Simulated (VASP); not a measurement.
Write the native input for VASP 6.6.1 that does the following.

```yaml
Task: single point
Functional: PBE
Potentials_or_basis: VASP PAW PBE potentials, release 64 (Ta_pv, Li_sv)
Cutoff: 520 eV
k_mesh: 2 × 2 × 2
Occupations: fermi-dirac, width 0.05 eV
Spin: no spin polarisation
Dipole_correction: no
Further_INCAR_settings: LREAL = Auto; ALGO = Normal; EDIFF = 1e-06; NBANDS = 104
```

The structure of LiTa16 (a cell with a defect) lies in POSCAR:

```
LiTa16
1.0
    6.6200000000      0.0000000000      0.0000000000
    0.0000000000      6.6200000000      0.0000000000
    0.0000000000      0.0000000000      6.6200000000
Ta Li
16 1
Direct
    0.0146223565      0.0161027190     -0.0084743202
    0.4841842900     -0.0424018127      0.0027039275
   -0.0047432024      0.4950453172      0.0060574018
    0.0089123867      0.0104229607      0.4991087613
    0.2474018127      0.2568882175      0.2401963746
    0.5058912387      0.5197583082      0.0098338369
    0.5060876133     -0.0289425982      0.5121903323
    0.7536102719      0.2577945619      0.2626888218
   -0.0065105740      0.5049395770      0.4945921450
    0.2472658610      0.7320845921      0.2467522659
    0.2571601208      0.2389577039      0.7630362538
    0.4803927492      0.4928851964      0.4857854985
    0.7357401813      0.7622960725      0.2711631420
    0.8062688822      0.2572960725      0.7027492447
    0.2399244713      0.7524622356      0.7649546828
    0.7290181269      0.7656495468      0.7494561934
    0.6425528701      0.2236706949     -0.0564199396
```

One way to write it, as run:

INCAR

```
SYSTEM = LiTa16
PREC     = Accurate       ! precision mode
ENCUT    = 520            ! plane-wave cutoff, eV
EDIFF    = 1E-6           ! SCF threshold, eV
ISMEAR   = -1             ! smearing method
SIGMA    = 0.05           ! smearing width, eV
LREAL    = Auto         
LASPH    = .True.         ! aspherical terms in the spheres
NELM     = 100            ! most SCF steps
ALGO     = Normal         ! electronic algorithm
ISIF     = 2              ! what is computed and relaxed
LWAVE    = .False.        ! write WAVECAR
LCHARG   = .False.        ! write CHGCAR
GGA      = PE             ! functional
NBANDS   = 104            ! bands
```

KPOINTS

```
regular mesh
0
Gamma
  2 2 2
  0 0 0
```

Potentials or basis: VASP PAW PBE potentials, release 64 (Ta_pv, Li_sv).

Launch:

```console
$ cat potpaw_PBE.64/Ta_pv/POTCAR potpaw_PBE.64/Li_sv/POTCAR > POTCAR
$ mpirun -np 1 vasp_std > vasp.out
```

Results of the run:

- Largest force: 3.797 eV/Å
- Band gap on the k mesh: zero (an odd number of electrons rules out a gap without spin polarisation)

Caveat: the k points lie up to 0.47 Å⁻¹ apart, too coarse for converged energies and pressures of a metal; atoms lie so close that the PAW spheres overlap strongly, which falsifies energies and pressures; the atoms stand as in a frame of molecular dynamics; spin-orbit coupling is left out, which moves the levels of the heavy elements.

It took 6.5 min on 1 thread of Intel(R) Xeon(R) Platinum 8488C (Sapphire Rapids), with other jobs on the host, peak memory 0.44 GiB.
